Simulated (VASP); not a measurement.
# Ni (P6_3/mmc) in VASP: a series of runs, part 3 of 3

VASP 6.6.1. Earlier steps stand in the parts before.

## 5. Vibrations by perturbation theory, PBEsol, collinear spin, ferromagnetic start

INCAR

```
SYSTEM = Ni
PREC     = Accurate       ! precision mode
ENCUT    = 520            ! plane-wave cutoff, eV
EDIFF    = 1E-8           ! SCF threshold, eV
ISMEAR   = -1             ! smearing method
SIGMA    = 0.05           ! smearing width, eV
LREAL    = .False.        ! projectors in reciprocal space
LASPH    = .True.         ! aspherical terms in the spheres
NELM     = 150            ! most SCF steps
ALGO     = Normal         ! electronic algorithm
ISIF     = 2              ! what is computed and relaxed
LWAVE    = .False.        ! write WAVECAR
LCHARG   = .True.         ! write CHGCAR
ISPIN    = 2              ! spin polarisation
MAGMOM   = 1 1            ! initial moments
LORBIT   = 11             ! projections on sites
LMAXMIX  = 4              ! l up to which the mixer works
GGA      = PS             ! functional
NBANDS   = 21             ! bands
IBRION   = 8              ! ionic algorithm
NSW      = 1              ! ionic steps
```

KPOINTS

```
Automatic mesh
0
Gamma
  9 9 5
  0 0 0
```

POSCAR

```
Ni
1.0
    2.4480228978      0.0000000000      0.0000000000
   -1.2240114489      2.1200500186      0.0000000000
    0.0000000000      0.0000000000      4.0728075700
Ni
2
Direct
    0.6666666667      0.3333333333      0.7500000000
    0.3333333333      0.6666666667      0.2500000000
```

Potentials or basis: VASP PAW PBE potentials, release 64 (Ni).

Run with:

```console
$ cat potpaw_PBE.64/Ni/POTCAR > POTCAR
$ mpirun -np 1 vasp_std > vasp.out
```

OUTCAR:

```text
SYSTEM = Ni
   PREC = Accurate
   ENCUT = 520
   EDIFF = 1E-8
   ISMEAR = -1
   LREAL = .False.
   LASPH = .True.
   NELM = 150
   ISIF = 2
   ISPIN = 2
   LORBIT = 11
   GGA = PS
   IBRION = 8
   NSW = 1

 ion  position               nearest neighbor table
   1  0.667  0.333  0.750-   2 2.48   2 2.48   2 2.48   2 2.48   2 2.48   2 2.48
   2  0.333  0.667  0.250-   1 2.48   1 2.48   1 2.48   1 2.48   1 2.48   1 2.48

  LATTYP: Found a hexagonal cell.
 ALAT       =     2.4480228978
 C/A-ratio  =     1.6637130207

  Lattice vectors:

 A1 = (   2.4480228978,   0.0000000000,   0.0000000000)
 A2 = (  -1.2240114489,   2.1200500186,   0.0000000000)
 A3 = (   0.0000000000,   0.0000000000,   4.0728075700)

Analysis of symmetry for initial positions (statically):
=====================================================================
 Subroutine PRICEL returns:
 Original cell was already a primitive cell.

 Routine SETGRP: Setting up the symmetry group for a
 hexagonal supercell.

 Subroutine GETGRP returns: Found 24 space group operations
 (whereof 12 operations were pure point group operations)
 out of a pool of 24 trial point group operations.

The static configuration has the point symmetry D_3d.
 The point group associated with its full space group is D_6h.

Analysis of symmetry for dynamics (positions and initial velocities):
=====================================================================
 Subroutine PRICEL returns:
 Original cell was already a primitive cell.

 Routine SETGRP: Setting up the symmetry group for a
 hexagonal supercell.

 Subroutine GETGRP returns: Found 24 space group operations
 (whereof 12 operations were pure point group operations)
 out of a pool of 24 trial point group operations.

[... 1371 lines left out ...]
[... ionic steps 5 to 5 ...]

--------------------------------------- Ionic step        6  -------------------------------------------

 Free energy of the ion-electron system (eV)
  ---------------------------------------------------
  ---------------------------------------------------
  free energy    TOTEN  =        -0.19624217 eV

  energy without entropy =       -0.19624217

------------------------ aborting loop because EDIFF is reached ----------------------------------------

 INTERNAL STRAIN TENSOR  FOR ION    1  DIRECTION 3   (eV/Angst):
 -----------------------------------------------------------------------------
     0.00039  0.00000  0.00000
     0.00000  0.00039 -0.00000
     0.00000  0.00000  0.00512

 INTERNAL STRAIN TENSOR FOR ION    2 for displacements in x,y,z  (eV/Angst):
          X           Y           Z          XY          YZ          ZX
  --------------------------------------------------------------------------------
  x     0.00000    -0.00000     0.00000    -1.62560     0.00000     0.00000
  y    -1.62560     1.62560     0.00000    -0.00000     0.00000     0.00000
  z     0.00000    -0.00000     0.00000     0.00000     0.00000     0.00000

 SECOND DERIVATIVES (NOT SYMMETRIZED)
 ------------------------------------
               1X          1Y          1Z          2X          2Y          2Z
  1X    -1.850176    0.000000    0.000000    1.850176    0.000000    0.000000
  1Y     0.000000   -1.850176    0.000000    0.000000    1.850176    0.000000
  1Z     0.000000    0.000000   -8.870962    0.000000   -0.000000    8.870962
  2X     1.850176    0.000000    0.000000   -1.850176    0.000000    0.000000
  2Y     0.000000    1.850176    0.000000    0.000000   -1.850176    0.000000
  2Z     0.000000   -0.000000    8.870962    0.000000    0.000000   -8.870962

 Eigenvectors and eigenvalues of the dynamical matrix
 ----------------------------------------------------

   1 f  =    8.595458 THz    54.006856 2PiTHz  286.713618 cm-1    35.547942 meV
             X         Y         Z           dx          dy          dz
      1.224011  0.706683  3.054606    -0.000000   -0.000000    0.707107
     -0.000000  1.413367  1.018202     0.000000    0.000000   -0.707107
[... 21 lines left out ...]
   6 f  =    0.000000 THz     0.000000 2PiTHz    0.000000 cm-1     0.000000 meV
             X         Y         Z           dx          dy          dz
      1.224011  0.706683  3.054606     0.367996   -0.357651    0.486482
     -0.000000  1.413367  1.018202     0.367996   -0.357651    0.486482

--------------------------------------------------------------------------------------------------------

 ELASTIC MODULI CONTR FROM IONIC RELAXATION (kBar)
 Direction    XX          YY          ZZ          XY          YZ          ZX
 --------------------------------------------------------------------------------
 XX        -108.2603    108.2603      0.0000     -0.0000      0.0000      0.0000
 YY         108.2603   -108.2603      0.0000      0.0000      0.0000      0.0000
 ZZ           0.0000      0.0000      0.0000      0.0000      0.0000      0.0000
 XY          -0.0000      0.0000      0.0000   -108.2603      0.0000      0.0000
 YZ           0.0000      0.0000      0.0000      0.0000      0.0000      0.0000
 ZX           0.0000      0.0000      0.0000      0.0000      0.0000      0.0000
 --------------------------------------------------------------------------------

 total charge

# of ion       s       p       d       tot
------------------------------------------
    1        0.510   0.524   8.335   9.369
    2        0.510   0.524   8.335   9.369
--------------------------------------------------
tot          1.021   1.049  16.669  18.739

 magnetization (x)

# of ion       s       p       d       tot
------------------------------------------
    1       -0.007  -0.026   0.582   0.549
    2       -0.007  -0.026   0.582   0.549
--------------------------------------------------
tot         -0.014  -0.052   1.164   1.098
```

OSZICAR:

```text
N       E                     dE             d eps       ncg     rms          rms(c)
DAV:   1     0.925694072604E+02    0.92569E+02   -0.91371E+03  3288   0.140E+03
[... 51 lines left out ...]
RMM:   8    -0.196252184627E+00    0.73008E-05   -0.31405E-07  8128   0.410E-03    0.266E-03
RMM:   9    -0.196246844715E+00    0.53399E-05   -0.46273E-08  8319   0.149E-03    0.904E-04
RMM:  10    -0.196244604837E+00    0.22399E-05   -0.91963E-09  7906   0.845E-04    0.223E-04
RMM:  11    -0.196243416098E+00    0.11887E-05   -0.96790E-09  8413   0.245E-04    0.791E-05
RMM:  12    -0.196242587899E+00    0.82820E-06   -0.10236E-08  8275   0.916E-05    0.324E-05
RMM:  13    -0.196242168540E+00    0.41936E-06   -0.53834E-09  8334   0.484E-05    0.812E-06
RMM:  14    -0.196242169109E+00   -0.56890E-09   -0.36109E-09  8414   0.230E-05    0.274E-06
 Linear response finished
```

Wall time 5 min (1 thread of AMD EPYC 7R13 (Zen 3), shared host); peak memory 0.26 GiB.

Results:

```yaml
Net_moment: 1.08 μB per cell
Site_moments: Ni +0.55 μB
Valence_electrons_inside_the_program's_atomic_spheres: Ni 9.37
Highest_phonon_frequency_at_Γ: 287 cm⁻¹
```

Phonon frequencies in cm⁻¹ (negative: imaginary):
```tsv
q point	frequencies
(0.000, 0.000, 0.000)	0 0 0 131 131 287
```

Caveat: the cell wasn't relaxed at this level first, which shifts response properties; the PAW data sets were made with another functional, which shifts forces and pressure a little.

## 6. Overview

```csv
task,level,U,k mesh,smearing,gap on the mesh (eV),pressure (GPa),moment (μB)
single point,r2SCAN+rVV10+U,Ni d U = 3.5 eV,12 × 12 × 7,fermi-dirac 0.1 eV,none,8.9,1.77
single point,r2SCAN+D3(BJ)+U,Ni d U = 1.0 eV,12 × 12 × 7,fermi-dirac 0.05 eV,none,-4.2,1.51
vibrations by perturbation theory,PBE,-,9 × 9 × 5,fermi-dirac 0.05 eV,-,-,1.08
vibrations by perturbation theory,PBEsol,-,9 × 9 × 5,fermi-dirac 0.05 eV,-,-,1.08
```

Alike in all rows: potentials or basis VASP PAW PBE potentials, release 64 (Ni); spin collinear, ferromagnetic start; cell as given; cutoff (eV) 520.

Caveats: the PAW data sets were made with another functional, which shifts forces and pressure a little (some runs); the U is typed as a test and isn't derived for this compound (some runs); the cell wasn't relaxed at this level first, which shifts response properties (some runs); pairwise dispersion overbinds metals, which lowers pressure and volume (some runs).

Total energies depend on the potentials used, so only differences within one code and one set of settings carry meaning.
